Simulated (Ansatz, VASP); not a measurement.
**CdSn2O3: VASP beside Ansatz**

```
Cd Sn O
1.0
     4.74329    0.00000    0.00000
    -2.37165    4.10781    0.00000
     0.00000    0.00000    5.96579
Cd Sn O
1 2 3
Direct
  0.00000 0.00000 0.00000
  0.33333 0.66667 0.50000
  0.66667 0.33333 0.50000
  0.50000 0.00000 0.00000
  0.00000 0.50000 0.00000
  0.50000 0.50000 0.00000
```

Alike in both runs: task relaxation of cell and atoms; functional PBE; k mesh 6 × 6 × 4; occupations gaussian, width 0.1 eV; no spin polarisation.

|  | VASP | Ansatz |
| --- | --- | --- |
| version | VASP 6.6.1 | Ansatz 0.2.0 |
| potentials or method | VASP PAW PBE potentials, release 64 (Cd, Sn_d, O), cutoff 600 eV | scalar-relativistic, plane waves, PAW |
| valence electrons in the cell | 58 | 66 |

```tsv
	VASP	Ansatz	Ansatz less VASP
gap on the k mesh at the Fermi level, each at its own relaxed structure (eV)	none	none	-
relaxed volume (Å³/atom)	16.30	16.71	+0.412
relaxed length of the cell vector where the two differ most in proportion (Å)	6.024	6.127	+0.1029
```

A gap of «none» marks a metal or a gap that the smearing closes. VASP's potentials hold 58 valence electrons a cell and Ansatz's 66, so a difference there can come from the potentials and not from the codes.

Noted on VASP's run: the volume moved by over 15 % at a fixed basis, so the end points are rough.
